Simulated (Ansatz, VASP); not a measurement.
# Two plane-wave programs on P

```
CELL_PARAMETERS angstrom
-1.62385 2.41456 2.00766
1.62385 -2.41456 2.00766
1.62385 2.41456 -2.00766
ATOMIC_POSITIONS crystal
P 0.80331 0.05331 0.75000
P 0.19669 0.94669 0.25000
```

Change from the starting cell: strain -0.040 along x and y, +0.080 along z, atoms carried along.

Alike in both runs: task single point; functional r2SCAN; k mesh 18 × 18 × 18; occupations gaussian, width 0.15 eV; no spin polarisation.

|  | VASP | Ansatz |
| --- | --- | --- |
| version | VASP 6.6.1 | Ansatz 0.2.0 |
| potentials or method | VASP PAW PBE potentials, release 64 (P), cutoff 520 eV | scalar-relativistic, plane waves, PAW |
| valence electrons in the cell | 10 | 10 |

|  | VASP | Ansatz | Ansatz less VASP |
| --- | --- | --- | --- |
| gap on the k mesh at the Fermi level (eV) | none | none | - |
| pressure (GPa) | 2.8 | 3.3 | +0.54 |
| traceless stress, the component that is largest in VASP (GPa) | -9.95 | -9.79 | +0.163 |
| rms of the force components (eV/Å) | 0.304 | 0.250 | -0.0538 |

VASP's potentials were made for PBE, not for r2SCAN. Atom by atom the forces differ by 0.054 eV/Å (rms over components). A gap of «none» marks a metal or a gap that the smearing closes.
